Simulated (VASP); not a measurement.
# NaH (Fm-3m) in VASP: G0W0 quasiparticle levels with LDA

Aim: the G0W0 quasiparticle levels of NaH with LDA.

All numbers are computed with VASP 6.6.1; they aren't measurements. Logs are shortened: lines on timing, memory, paths and dates and some standing lists are left out, and cuts for length are marked.

## 1. The cell of the first run

The structure is cubic, space group Fm-3m (No. 225). Conventional cell: a = 4.795 Å, b = 4.795 Å, c = 4.795 Å, α = 90.00°, β = 90.00°, γ = 90.00°. Na (site symmetry m-3m) has 6 H at 2.40 Å within 3.2 Å. Within 3.2 Å of H (site symmetry m-3m) lie 6 Na at 2.40 Å.

## 2. G0W0 quasiparticle levels, LDA

Input file POSCAR:

```
NaH
1.0
    0.0000000000      2.3975116394      2.3975116394
    2.3975116394      0.0000000000      2.3975116394
    2.3975116394      2.3975116394      0.0000000000
Na H
1 1
Direct
    0.0000000000      0.0000000000      0.0000000000
    0.5000000000      0.5000000000      0.5000000000
```

Input file INCAR.step1:

```
SYSTEM = NaH
ALGO = Normal
EDIFF = 1E-8
ENCUT = 500
ISMEAR = 0
LASPH = .TRUE.
LCHARG = .FALSE.
LREAL = .FALSE.
LWAVE = .TRUE.
NELM = 80
PREC = Accurate
SIGMA = 0.01
```

Input file INCAR.step2:

```
SYSTEM = NaH
ALGO = Exact
EDIFF = 1E-8
ENCUT = 500
ISMEAR = 0
ISTART = 1
LASPH = .TRUE.
LCHARG = .FALSE.
LOPTICS = .TRUE.
LREAL = .FALSE.
LWAVE = .TRUE.
NBANDS = 108
NELM = 1
PREC = Accurate
SIGMA = 0.01
```

Input file INCAR.step3:

```
SYSTEM = NaH
ALGO = EVGW0
EDIFF = 1E-8
ENCUT = 500
ENCUTGW = 140.0
ISMEAR = 0
ISTART = 1
LASPH = .TRUE.
LCHARG = .FALSE.
LREAL = .FALSE.
LWAVE = .FALSE.
NBANDS = 108
NBANDSGW = 13
NELMGW = 1
NOMEGA = 96
OMEGAMAX = 20
PREC = Accurate
PRECFOCK = Fast
SIGMA = 0.01
```

Input file KPOINTS:

```
k-points
0
G
  4 4 4
  0 0 0
```

Potentials or basis: VASP PAW LDA potentials, release 64 (Na_sv_GW, H_GW).

Started as:

```bash
$ cat potpaw_LDA.64/Na_sv_GW/POTCAR potpaw_LDA.64/H_GW/POTCAR > POTCAR
$ cp INCAR.step1 INCAR
$ mpirun -np 1 vasp_std > vasp.out
$ cp INCAR.step2 INCAR
$ mpirun -np 1 vasp_std > vasp.out
$ cp INCAR.step3 INCAR
$ mpirun -np 1 vasp_std > vasp.out
```

OUTCAR:

```text
SYSTEM = NaH
   EDIFF = 1E-8
   ENCUT = 500
   ENCUTGW = 140.0
   ISMEAR = 0
   ISTART = 1
   LASPH = .TRUE.
   LREAL = .FALSE.
   NELMGW = 1
   PREC = Accurate
   PRECFOCK = Fast

 ion  position               nearest neighbor table
   1  0.000  0.000  0.000-
   2  0.500  0.500  0.500-

  LATTYP: Found a face centered cubic cell.
 ALAT       =     4.7950232788

  Lattice vectors:

 A1 = (   0.0000000000,   2.3975116394,   2.3975116394)
 A2 = (   2.3975116394,   0.0000000000,   2.3975116394)
 A3 = (   2.3975116394,   2.3975116394,   0.0000000000)

Analysis of symmetry for initial positions (statically):
=====================================================================
 Subroutine PRICEL returns:
 Original cell was already a primitive cell.

 Routine SETGRP: Setting up the symmetry group for a
 face centered cubic supercell.

 Subroutine GETGRP returns: Found 48 space group operations
 (whereof 48 operations were pure point group operations)
 out of a pool of 48 trial point group operations.

The static configuration has the point symmetry O_h .

Analysis of symmetry for dynamics (positions and initial velocities):
=====================================================================
 Subroutine PRICEL returns:
 Original cell was already a primitive cell.

 Routine SETGRP: Setting up the symmetry group for a
 face centered cubic supercell.

 Subroutine GETGRP returns: Found 48 space group operations
 (whereof 48 operations were pure point group operations)
 out of a pool of 48 trial point group operations.

The dynamic configuration has the point symmetry O_h .

 Subroutine INISYM returns: Found 48 space group operations
 (whereof 48 operations are pure point group operations),
 and found     1 'primitive' translations

----------------------------------------------------------------------------------------

                                     Primitive cell

  volume of cell :      27.5621

  direct lattice vectors                    reciprocal lattice vectors
     0.000000000  2.397511639  2.397511639    -0.208549561  0.208549561  0.208549561
     2.397511639  0.000000000  2.397511639     0.208549561 -0.208549561  0.208549561
     2.397511639  2.397511639  0.000000000     0.208549561  0.208549561 -0.208549561

  length of vectors
     3.390593476  3.390593476  3.390593476     0.361218436  0.361218436  0.361218436

  position of ions in fractional coordinates (direct lattice)
     0.000000000  0.000000000  0.000000000
     0.500000000  0.500000000  0.500000000

  ion indices of the primitive-cell ions
   primitive index   ion index
                 1           1
                 2           2

----------------------------------------------------------------------------------------

 KPOINTS: k-points

Automatic generation of k-mesh.
 Grid dimensions read from file:
 generate k-points for:    4    4    4

 Generating k-lattice:

  Cartesian coordinates                     Fractional coordinates (reciprocal lattice)
    -0.052137390  0.052137390  0.052137390     0.250000000  0.000000000  0.000000000
     0.052137390 -0.052137390  0.052137390     0.000000000  0.250000000  0.000000000
     0.052137390  0.052137390 -0.052137390     0.000000000  0.000000000  0.250000000

  Length of vectors
     0.090304609  0.090304609  0.090304609

  Shift w.r.t. Gamma in fractional coordinates (k-lattice)
     0.000000000  0.000000000  0.000000000

 Subroutine IBZKPT returns following result:
 ===========================================

 Found      8 irreducible k-points:

 Following reciprocal coordinates:
            Coordinates               Weight
  0.000000  0.000000  0.000000      1.000000
  0.250000  0.000000  0.000000      8.000000
  0.500000  0.000000  0.000000      4.000000
  0.250000  0.250000  0.000000      6.000000
  0.500000  0.250000  0.000000     24.000000
 -0.250000  0.250000  0.000000     12.000000
  0.500000  0.500000  0.000000      3.000000
 -0.250000  0.500000  0.250000      6.000000
   k-points           NKPTS =      8   k-points in BZ     NKDIM =     64   number of bands    NBANDS=    108
   number of dos      NEDOS =    301   number of ions     NIONS =      2
   total plane-waves  NPLWV =  21952
   dimension x,y,z NGX =    28 NGY =   28 NGZ =   28
   dimension x,y,z NGXF=    56 NGYF=   56 NGZF=   56
   ions per type =               1   1
   NGX,Y,Z   is equivalent  to a cutoff of  13.73, 13.73, 13.73 a.u.
   NGXF,Y,Z  is equivalent  to a cutoff of  27.46, 27.46, 27.46 a.u.
 SYSTEM =  NaH
   PREC   = accura    normal or accurate (medium, high low for compatibility)
   ISTART =      1    job   : 0-new  1-cont  2-samecut
   ICHARG =      0    charge: 1-file 2-atom 10-const
   ISPIN  =      1    spin polarized calculation?
   LNONCOLLINEAR =      F non collinear calculations
   LSORBIT =      F    spin-orbit coupling
   LASPH  =      T    aspherical Exc in radial PAW
   ENCUT  =  500.0 eV  36.75 Ry    6.06 a.u.   6.18  6.18  6.18*2*pi/ulx,y,z
   NELM   =     60;   NELMIN=  2; NELMDL=  0     # of ELM steps
   EDIFF  = 0.1E-07   stopping-criterion for ELM
   LREAL  =      F    real-space projection
   EDIFFG = 0.1E-06   stopping-criterion for IOM
   NSW    =      0    number of steps for IOM
   IBRION =     -1    ionic relax: 0-MD 1-quasi-New 2-CG
   NFREE  =      0    steps in history (QN), initial steepest desc. (CG)
   ISIF   =      0    stress and relaxation
   ISYM   =      3    0-nonsym 1-usesym 2-fastsym
   POTIM  = 0.5000    time-step for ionic-motion
   TEBEG  =    0.0;   TEEND  =   0.0 temperature during run
   PSTRESS=    0.0 pullay stress
   NELECT =      10.0000    total number of electrons
   NUPDOWN=      -1.0000    fix difference up-down
   EMIN   =  10.00;   EMAX   =-10.00  energy-range for DOS
   EFERMI =   0.00;   METHOD = LEGACY
   ISMEAR =     0;   SIGMA  =   0.01  broadening in eV -4-tet -1-fermi 0-gaus
   EFERMI_NEDOS =   21; number of points for ismear=-14 and -15
   IALGO  =     38    algorithm
   IMIX   =      4    mixing-type and parameters
     AMIX     =   0.40;   BMIX     =  1.00
     AMIX_MAG =   1.60;   BMIX_MAG =  1.00
  volume/ion in A,a.u.               =      13.78        93.00
  Fermi-wavevector in a.u.,A,eV,Ry     =   1.167627  2.206495 18.549539  1.363353
  Thomas-Fermi vector in A             =   2.304125
   LORBIT       =      0    0 simple, 1 ext, 2 COOP (PROOUT), +10 PAW based schemes
   GGA     = CA    functional components
   LHFCALC =     T    Hartree Fock is set to
   PRECFOCK=fast      Normal, Fast or Accurate (Low or Medium for compatibility)
   ENCUT4O =  -1.0   cutoff for four orbital integrals eV
   NKREDX  =     1    reduce k-point grid by
   NKREDY  =     1    reduce k-point grid by
   NKREDZ  =     1    reduce k-point grid by
   AEXX    =    1.0000 exact exchange contribution
   HFSCREEN=    0.0000 screening length (either q_TF or 0.3 A-1)
   HFSCREENC=   0.0000 screening length for correlation (either q_TF or 0.3 A-1)
   ENCUTFOCK=  -1.0 apply spherical cutoff to Coloumb kernel
   IVDW    =     0    specifies the selected vdW correction
   LEPSILON=     F    determine dielectric tensor
   LRPA    =     F    only Hartree local field effects (RPA)
   LRPAFORCE           =     F    calculate RPA forces
   ENCUTGW             = 140.0    cutoff for response function in eV
   ENCUTGWSOFT         = 112.0    soft cutoff for Coulomb kernel in GW response function in eV
   ENCUTLF             =  -1.0    cutoff for local field effects
   NELMGW              =     1    number of iterations in solving QP/BSE equation
   NELMHF              =     1    number of iterations in the inner HF iteration
   NKREDLFX            =     1    NKREDLFY  =   1   NKREDLFZ  =   1
 non-spin polarized calculation
 Gauss-broadening in eV      SIGMA  =   0.01
  energy-cutoff  :      500.00
  volume of cell :       27.56
 maximum number of plane-waves:       725
 NGX is ok and might be reduce to    28
  NGX = 14; NGY = 14; NGZ = 14
   NGX = 13   NGY = 13   NGZ = 13
 maximum number of plane-waves:       113
 NGX is ok and might be reduce to    14

 QP shifts <psi_nk| G(iteration)W_0 |psi_nk>: iteration 1
 for sc-GW calculations column KS-energies equals QP-energies in previous step
 and V_xc(KS)=  KS-energies - (<T + V_ion + V_H > + <T+V_H+V_ion>^1  + <V_x>^1)

 k-point   1 :       0.0000    0.0000    0.0000
  band No.  KS-energies  QP-energies   sigma(KS)   V_xc(KS)     V^pw_x(r,r')   Z            occupation Imag(sigma)

      1     -50.7487     -59.2860     -40.3610     -28.4261     -48.8453       0.7153       2.0000       0.2959
      2     -23.2826     -28.1448     -34.8708     -28.2801     -41.3222       0.7377       2.0000       0.0816
      3     -23.2826     -28.1448     -34.8708     -28.2801     -41.3222       0.7377       2.0000       0.0816
      4     -23.2826     -28.1448     -34.8708     -28.2801     -41.3222       0.7377       2.0000       0.0816
      5      -4.9953      -6.2848     -10.9435      -8.9769     -13.8137       0.6557       2.0000       0.1834
      6       9.4558      10.0172      -9.8615     -10.7143      -4.8826       0.6584       0.0000      -0.3422
      7      14.2048      14.9338      -6.0186      -7.0547      -1.2946       0.7037       0.0000      -0.7488
      8      14.2048      14.9338      -6.0186      -7.0547      -1.2946       0.7037       0.0000      -0.7488
      9      14.2048      14.9338      -6.0186      -7.0547      -1.2946       0.7037       0.0000      -0.7488
     10      15.2585      16.4918      -7.7074      -9.1481      -2.9080       0.8561       0.0000      -1.0000
     11      15.2585      16.4918      -7.7074      -9.1481      -2.9080       0.8561       0.0000      -1.0000
     12      15.2585      16.4918      -7.7074      -9.1481      -2.9080       0.8561       0.0000      -1.0000
     13      16.1623      16.8462      -5.1109      -5.9113      -0.6235       0.8545       0.0000      -1.4528

 k-point   2 :       0.2500    0.0000    0.0000
  band No.  KS-energies  QP-energies   sigma(KS)   V_xc(KS)     V^pw_x(r,r')   Z            occupation Imag(sigma)
[... 103 lines left out ...]
      1     -50.7376     -59.3766     -40.3807     -28.4467     -48.8674       0.7239       2.0000       0.2958
      2     -23.3475     -28.1595     -34.6901     -28.1194     -41.1310       0.7323       2.0000       0.0842
      3     -23.3475     -28.1595     -34.6901     -28.1194     -41.1310       0.7323       2.0000       0.0842
      4     -23.3204     -28.1544     -34.7717     -28.1863     -41.2155       0.7341       2.0000       0.0840
      5      -1.1468      -2.6578     -12.4495     -10.4041     -14.0150       0.7387       2.0000       0.0505
      6       4.5904       5.4742      -6.7635      -7.9040      -3.2799       0.7750       0.0000      -0.0793
      7       4.5904       5.4742      -6.7635      -7.9040      -3.2799       0.7750       0.0000      -0.0793
      8       6.9933       8.0429      -7.1872      -8.5808      -3.2257       0.7531       0.0000      -0.1203
      9      15.1731      16.2466      -8.5566      -9.9234      -3.4115       0.7854       0.0000      -1.0090
     10      16.4826      17.4302      -6.2902      -7.4349      -1.5371       0.8277       0.0000      -1.0524
     11      16.4826      17.4302      -6.2902      -7.4349      -1.5371       0.8277       0.0000      -1.0524
     12      18.1150      19.4782      -7.3986      -9.0873      -2.4831       0.8073       0.0000      -1.1253
     13      23.6190      24.8765      -7.7776      -9.5504      -2.4221       0.7093       0.0000      -1.4987
```

Run time: 35 s. Hardware: 1 thread of Intel Xeon 6975P-C (Granite Rapids), shared host; peak memory 0.26 GiB.

Results:

```
Quasiparticle gap                                   : 5.85 eV
Least direct quasiparticle gap                      : 6.75 eV
Band gap of the starting levels on the mesh         : 3.45 eV
Least direct gap of the starting levels on the mesh : 4.38 eV
```

Caveat: the k points lie up to 0.57 Å⁻¹ apart; bands, screening cutoff and mesh are small and nothing is extrapolated, so the quasiparticle values aren't converged.
